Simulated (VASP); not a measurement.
A run of VASP 6.6.1 is set up as follows.

The input INCAR:

```
PREC = Accurate
ENCUT = 600
EDIFF = 1E-6
ISMEAR = 0
SIGMA = 0.1
LREAL = F
LASPH = T
NELM = 80
ALGO = Normal
ISIF = 3
LWAVE = F
LCHARG = F
GGA = PE
IBRION = 2
NSW = 100
EDIFFG = -0.01
```

File KPOINTS:

```
regular mesh
0
Gamma
  8 8 8
```

The input POSCAR:

```
AsSe4
1.0
    4.9449597442      0.0000000000      0.0000000000
    0.0000000000      4.9449597442      0.0000000000
    0.0000000000      0.0000000000      4.9449597442
As Se
1 4
Direct
    0.0000000000      0.0000000000      0.0000000000
    0.2813701690      0.2813701690      0.2813701690
    0.7186298310      0.7186298310      0.2813701690
    0.2813701690      0.7186298310      0.7186298310
    0.7186298310      0.2813701690      0.7186298310
```

Potentials or basis: VASP PAW PBE potentials, release 64 (As, Se).

Run with:

```bash
$ cat potpaw_PBE.64/As/POTCAR potpaw_PBE.64/Se/POTCAR > POTCAR
$ mpirun -np 1 vasp_std > vasp.out
```

(1) What does it give for the space group after relaxing (to 0.05 Å)?

(2) What does it give for the relaxed volume?

(3) Predict the relaxed cell.

Answers

(1) P-43m (No. 215).

(2) 24.23 Å³/atom.

(3) a = 4.948 Å, b = 4.948 Å, c = 4.948 Å, α = 90.00°, β = 90.00°, γ = 90.00°.
